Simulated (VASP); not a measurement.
# Ru (P2_1/m) in VASP: single point with LDA

Aim: the single point of Ru with LDA.

Program: VASP 6.6.1. These are calculated values, not measurements. Logs are shortened: lines on timing, memory, paths and dates and some standing lists are left out, and cuts for length are marked.

## 1. The cell of the first run

The structure is monoclinic, space group P2_1/m (No. 11). The conventional cell has a = 2.548 Å, b = 4.074 Å, c = 2.623 Å, α = 90.00°, β = 114.77°, γ = 90.00°. Within 3.3 Å of Ru (site symmetry m) lie 12 Ru at 2.53 to 2.79 Å.

## 2. Single point, LDA

File INCAR:

```
ALGO     = Fast           # electronic algorithm
EDIFF    = 1E-6           # SCF threshold, eV
ENCUT    = 520            # plane-wave cutoff, eV
GGA      = CA             # functional
ISIF     = 2              # what is computed and relaxed
ISMEAR   = 0              # smearing method
LASPH    = T              # aspherical terms in the spheres
LCHARG   = T              # write CHGCAR
LELF     = T              # ELF
LREAL    = F              # projectors in reciprocal space
LVHAR    = T            
LWAVE    = F              # write WAVECAR
NBANDS   = 21             # bands
NELM     = 80             # most SCF steps
PREC     = Accurate       # precision mode
SIGMA    = 0.1            # smearing width, eV
```

File KPOINTS:

```
k-points
0
Gamma
  9 5 36
```

File POSCAR:

```
Ru
1.0
    4.0741617928      0.0000000000      0.0000000000
    0.0000000000      6.6367525889     -0.0290200909
    0.0000000000     -2.3743338005      0.9245572209
Ru
2
Direct
    0.2500000000      0.3247170575      0.3192377728
    0.7500000000      0.6752829425      0.6807622272
```

Potentials or basis: VASP PAW LDA potentials, release 64 (Ru_pv).

On the command line:

```console
$ cat potpaw_LDA.64/Ru_pv/POTCAR > POTCAR
$ mpirun -np 1 vasp_std > vasp.out
```

OUTCAR:

```text
EDIFF = 1E-6
   ENCUT = 520
   GGA = CA
   ISIF = 2
   ISMEAR = 0
   LASPH = T
   LREAL = F
   NELM = 80
   PREC = Accurate

 ion  position               nearest neighbor table
   1  0.250  0.325  0.319-   2 2.53   2 2.53   2 2.56   2 2.56
   2  0.750  0.675  0.681-   1 2.53   1 2.53   1 2.56   1 2.56

  LATTYP: Found a simple monoclinic cell.
 ALAT       =     2.5479927494
 B/A-ratio  =     1.5989691469
 C/A-ratio  =     1.0292491884
 COS(beta)  =    -0.4190504839

  Lattice vectors:

 A1 = (   0.0000000000,  -2.3743338005,   0.9245572209)
 A2 = (   4.0741617928,   0.0000000000,   0.0000000000)
 A3 = (   0.0000000000,   1.8880849879,   1.8200943509)

Analysis of symmetry for initial positions (statically):
=====================================================================
 Subroutine PRICEL returns:
 Original cell was already a primitive cell.

 Routine SETGRP: Setting up the symmetry group for a
 simple monoclinic supercell.

 Subroutine GETGRP returns: Found  4 space group operations
 (whereof  2 operations were pure point group operations)
 out of a pool of  4 trial point group operations.

The static configuration has the point symmetry S_2 .
 The point group associated with its full space group is C_2h.

Analysis of symmetry for dynamics (positions and initial velocities):
=====================================================================
 Subroutine PRICEL returns:
 Original cell was already a primitive cell.

 Routine SETGRP: Setting up the symmetry group for a
 simple monoclinic supercell.

 Subroutine GETGRP returns: Found  4 space group operations
 (whereof  2 operations were pure point group operations)
 out of a pool of  4 trial point group operations.

The dynamic configuration has the point symmetry S_2 .
 The point group associated with its full space group is C_2h.

 Subroutine INISYM returns: Found  4 space group operations
 (whereof  2 operations are pure point group operations),
 and found     1 'primitive' translations

----------------------------------------------------------------------------------------

                                     Primitive cell

  volume of cell :      24.7186

  direct lattice vectors                    reciprocal lattice vectors
     4.074161793  0.000000000  0.000000000     0.245449261  0.000000000  0.000000000
     0.000000000  6.636752589 -0.029020091     0.000000000  0.152387297  0.391342258
     0.000000000 -2.374333801  0.924557221     0.000000000  0.004783147  1.093882309

  length of vectors
     4.074161793  6.636816036  2.547992749     0.245449261  0.419965059  1.093892767

  position of ions in fractional coordinates (direct lattice)
     0.250000000  0.324717058  0.319237773
     0.750000000  0.675282942  0.680762227

  ion indices of the primitive-cell ions
   primitive index   ion index
                 1           1
                 2           2

----------------------------------------------------------------------------------------

 KPOINTS: k-points

Automatic generation of k-mesh.
 Grid dimensions read from file:
 generate k-points for:    9    5   36

 Generating k-lattice:

  Cartesian coordinates                     Fractional coordinates (reciprocal lattice)
     0.027272140  0.000000000  0.000000000     0.111111111  0.000000000  0.000000000
     0.000000000  0.030477459  0.078268452     0.000000000  0.200000000  0.000000000
     0.000000000  0.000132865  0.030385620     0.000000000  0.000000000  0.027777778

  Length of vectors
     0.027272140  0.083993012  0.030385910

  Shift w.r.t. Gamma in fractional coordinates (k-lattice)
     0.000000000  0.000000000  0.000000000

 Subroutine IBZKPT returns following result:
 ===========================================

 Found    455 irreducible k-points:

 Following reciprocal coordinates:
            Coordinates               Weight
  0.000000  0.000000  0.000000      1.000000
  0.111111  0.000000  0.000000      2.000000
  0.222222  0.000000  0.000000      2.000000
  0.333333  0.000000  0.000000      2.000000
  0.444444  0.000000  0.000000      2.000000
  0.000000  0.200000  0.000000      2.000000
[... 16 lines left out ...]
  0.222222  0.200000  0.027778      4.000000
  0.333333  0.200000  0.027778      4.000000
 [... further k-points ...]
   k-points           NKPTS =    455   k-points in BZ     NKDIM =    455   number of bands    NBANDS=     21
   number of dos      NEDOS =    301   number of ions     NIONS =      2
   total plane-waves  NPLWV =  30000
   dimension x,y,z NGX =    30 NGY =   50 NGZ =   20
   dimension x,y,z NGXF=    60 NGYF=  100 NGZF=   40
   ions per type =               2
   NGX,Y,Z   is equivalent  to a cutoff of  12.24, 12.52, 13.05 a.u.
   NGXF,Y,Z  is equivalent  to a cutoff of  24.48, 25.05, 26.10 a.u.
 SYSTEM =  unknown system
   PREC   = accura    normal or accurate (medium, high low for compatibility)
   ISTART =      0    job   : 0-new  1-cont  2-samecut
   ICHARG =      2    charge: 1-file 2-atom 10-const
   ISPIN  =      1    spin polarized calculation?
   LNONCOLLINEAR =      F non collinear calculations
   LSORBIT =      F    spin-orbit coupling
   LASPH  =      T    aspherical Exc in radial PAW
   ENCUT  =  520.0 eV  38.22 Ry    6.18 a.u.   7.58 12.34  4.74*2*pi/ulx,y,z
   NELM   =     80;   NELMIN=  2; NELMDL= -5     # of ELM steps
   EDIFF  = 0.1E-05   stopping-criterion for ELM
   LREAL  =      F    real-space projection
   EDIFFG = 0.1E-04   stopping-criterion for IOM
   NSW    =      0    number of steps for IOM
   IBRION =     -1    ionic relax: 0-MD 1-quasi-New 2-CG
   NFREE  =      0    steps in history (QN), initial steepest desc. (CG)
   ISIF   =      2    stress and relaxation
   ISYM   =      2    0-nonsym 1-usesym 2-fastsym
   POTIM  = 0.5000    time-step for ionic-motion
   TEBEG  =    0.0;   TEEND  =   0.0 temperature during run
   PSTRESS=    0.0 pullay stress
   NELECT =      28.0000    total number of electrons
   NUPDOWN=      -1.0000    fix difference up-down
   EMIN   =  10.00;   EMAX   =-10.00  energy-range for DOS
   EFERMI =   0.00;   METHOD = LEGACY
   ISMEAR =     0;   SIGMA  =   0.10  broadening in eV -4-tet -1-fermi 0-gaus
   EFERMI_NEDOS =   21; number of points for ismear=-14 and -15
   IALGO  =     68    algorithm
   IMIX   =      4    mixing-type and parameters
     AMIX     =   0.40;   BMIX     =  1.00
     AMIX_MAG =   1.60;   BMIX_MAG =  1.00
  volume/ion in A,a.u.               =      12.36        83.40
  Fermi-wavevector in a.u.,A,eV,Ry     =   1.706553  3.224917 39.624555  2.912323
  Thomas-Fermi vector in A             =   2.785568
   LORBIT       =      0    0 simple, 1 ext, 2 COOP (PROOUT), +10 PAW based schemes
   GGA     = CA    functional components
   LHFCALC =     F    Hartree Fock is set to
   AEXX    =    0.0000 exact exchange contribution
   IVDW    =     0    specifies the selected vdW correction
   LEPSILON=     F    determine dielectric tensor
   LRPA    =     F    only Hartree local field effects (RPA)
 non-spin polarized calculation
 RMM-DIIS sequential band-by-band and
 Gauss-broadening in eV      SIGMA  =   0.10
  energy-cutoff  :      520.00
  volume of cell :       24.72
 maximum number of plane-waves:       680
   NGX = 15   NGY = 25   NGZ =  9

 number of electron      28.0000007 magnetization

 Free energy of the ion-electron system (eV)
  ---------------------------------------------------
  ext. energy  EPLUGINS =         0.00000000
  ---------------------------------------------------
  free energy    TOTEN  =       -21.04914713 eV

  energy without entropy =      -21.04227630  energy(sigma->0) =      -21.04571171

 E-fermi :  14.5481     XC(G=0): -14.9569

 val. band max:       14.5476185810   @ k =   0.4444   0.4000   0.0000
 cond. band min:      14.5513657994   @ k =   0.2222  -0.4000   0.2778
 fundamental gap:      0.0037472184
 Fermi energy:        14.5481472293

 k-point     1 :       0.0000    0.0000    0.0000
  band No.  band energies     occupation
      1     -29.3924      2.00000
      2     -28.1929      2.00000
      3     -28.0194      2.00000
      4     -27.8987      2.00000
      5     -27.7817      2.00000
      6     -27.7475      2.00000
[... 13 lines left out ...]
     20      24.4332      0.00000
     21      26.3894      0.00000

 k-point     2 :       0.1111    0.0000    0.0000
  band No.  band energies     occupation
      1     -29.3462      2.00000
      2     -28.1844      2.00000
      3     -28.0134      2.00000
      4     -27.9077      2.00000
      5     -27.7995      2.00000
      6     -27.7888      2.00000
[... 13 lines left out ...]
     20      24.4332      0.00000
     21      27.0408      0.00000

 k-point     3 :       0.2222    0.0000    0.0000
  band No.  band energies     occupation
      1     -29.2123      2.00000
      2     -28.1603      2.00000
      3     -28.0065      2.00000
      4     -27.9369      2.00000
      5     -27.9334      2.00000
      6     -27.8093      2.00000
[... 13 lines left out ...]
     20      24.4332      0.00000
     21      28.5303      0.00000

 k-point     4 :       0.3333    0.0000    0.0000
  band No.  band energies     occupation
      1     -29.0043      2.00000
      2     -28.1946      2.00000
      3     -28.1137      2.00000
      4     -27.9726      2.00000
      5     -27.9540      2.00000
      6     -27.8404      2.00000
[... 13 lines left out ...]
     20      24.4331      0.00000
     21      28.4456      0.00000

 k-point     5 :       0.4444    0.0000    0.0000
  band No.  band energies     occupation
      1     -28.7441      2.00000
      2     -28.4612      2.00000
      3     -28.0709      2.00000
      4     -28.0205      2.00000
      5     -27.9184      2.00000
      6     -27.8784      2.00000
[... 13 lines left out ...]
     20      24.4330      0.00000
     21      28.7539      0.00000

 k-point     6 :       0.0000    0.2000    0.0000
  band No.  band energies     occupation
      1     -29.2275      2.00000
      2     -28.4690      2.00000
      3     -28.2056      2.00000
      4     -28.1140      2.00000
      5     -27.8488      2.00000
      6     -27.8107      2.00000
[... 13 lines left out ...]
     20      24.4331      0.00000
     21      26.0231      0.00000

 k-point     7 :       0.1111    0.2000    0.0000
  band No.  band energies     occupation
      1     -29.2016      2.00000
      2     -28.4470      2.00000
      3     -28.2460      2.00000
      4     -28.1054      2.00000
      5     -27.8598      2.00000
      6     -27.8191      2.00000
[... 13 lines left out ...]
     20      24.4331      0.00000
     21      26.7707      0.00000
[... 291 lines left out ...]
      1     -28.7556      2.00000
      2     -28.4901      2.00000
      3     -28.0864      2.00000
      4     -28.0289      2.00000
      5     -27.9299      2.00000
      6     -27.8914      2.00000
[... 13 lines left out ...]
     20      24.4330      0.00000
     21      29.0092      0.00000

 k-point    21 :       0.0000    0.2000    0.0278
  band No.  band energies     occupation
      1     -29.1092      2.00000
      2     -28.6352      2.00000
      3     -28.3804      2.00000
      4     -28.1701      2.00000
      5     -27.9290      2.00000
      6     -27.8336      2.00000
[... 13 lines left out ...]
     20      24.4330      0.00000
     21      25.7408      0.00000

 k-point    22 :       0.1111    0.2000    0.0278
  band No.  band energies     occupation
      1     -29.1083      2.00000
      2     -28.5952      2.00000
      3     -28.4253      2.00000
      4     -28.1598      2.00000
      5     -27.9287      2.00000
      6     -27.8409      2.00000
[... 13 lines left out ...]
     20      24.4330      0.00000
     21      26.6514      0.00000

 k-point    23 :       0.2222    0.2000    0.0278
  band No.  band energies     occupation
      1     -29.0930      2.00000
      2     -28.5549      2.00000
      3     -28.4745      2.00000
      4     -28.1300      2.00000
      5     -27.9454      2.00000
      6     -27.8624      2.00000
[... 13 lines left out ...]
     20      24.4330      0.00000
     21      27.6533      0.00000

 k-point    24 :       0.3333    0.2000    0.0278
  band No.  band energies     occupation
      1     -29.0451      2.00000
      2     -28.6921      2.00000
      3     -28.3437      2.00000
      4     -28.0842      2.00000
      5     -27.9954      2.00000
      6     -27.9020      2.00000
[... 13 lines left out ...]
     20      24.4329      0.00000
     21      28.4320      0.00000

 [... further k-points ...]

------------------------ aborting loop because EDIFF is reached ----------------------------------------

  FORCE on cell =-STRESS in cart. coord.  units (eV):
  Direction    XX          YY          ZZ          XY          YZ          ZX
  --------------------------------------------------------------------------------------
  -------------------------------------------------------------------------------------
  Total        5.6548736      7.4478411      0.1950551      0.0000000     -0.0326321      0.0000000
  in kB      366.5305546    482.7448898     12.6428384      0.0000000     -2.1151050      0.0000000
  external PRESSURE =     287.3060943 kB  Pullay stress =       0.0000000 kB

 VOLUME and BASIS-vectors are now :
 -----------------------------------------------------------------------------
  energy-cutoff  :      520.00
  volume of cell :       24.72
      direct lattice vectors                 reciprocal lattice vectors
     4.074161793  0.000000000  0.000000000     0.245449261  0.000000000  0.000000000
     0.000000000  6.636752589 -0.029020091     0.000000000  0.152387297  0.391342258
     0.000000000 -2.374333801  0.924557221     0.000000000  0.004783147  1.093882309

 POSITION                                       TOTAL-FORCE (eV/Angst)
 -----------------------------------------------------------------------------------
      1.01854      1.39709      0.28573        -0.000000     -0.010746     -0.006905
      3.05562      2.86533      0.60981         0.000000      0.010746      0.006905
 -----------------------------------------------------------------------------------
    total drift:                                0.000000     -0.000000      0.000000

  FREE ENERGIE OF THE ION-ELECTRON SYSTEM (eV)
  ---------------------------------------------------
  free  energy   TOTEN  =       -21.0491471283 eV

  energy  without entropy=      -21.0422762959  energy(sigma->0) =      -21.04571171
```

It took 3.9 min on 1 thread of Intel Xeon Platinum 8488C (Sapphire Rapids), shared host; peak memory 0.3 GiB.

Results:

* Free energy: -21.0491 eV
* Pressure: 28.7 GPa
* Largest force: 0.013 eV/Å
* Band gap on the k mesh: zero (bands 14 and 15 overlap by 3.30 eV)

Forces in eV/Å, atoms in the order of the input:
```
Ru   0.000 -0.011 -0.007
Ru   0.000  0.011  0.007
```

Caveat: the stress differs along the axes, from 1 to 48 GPa.
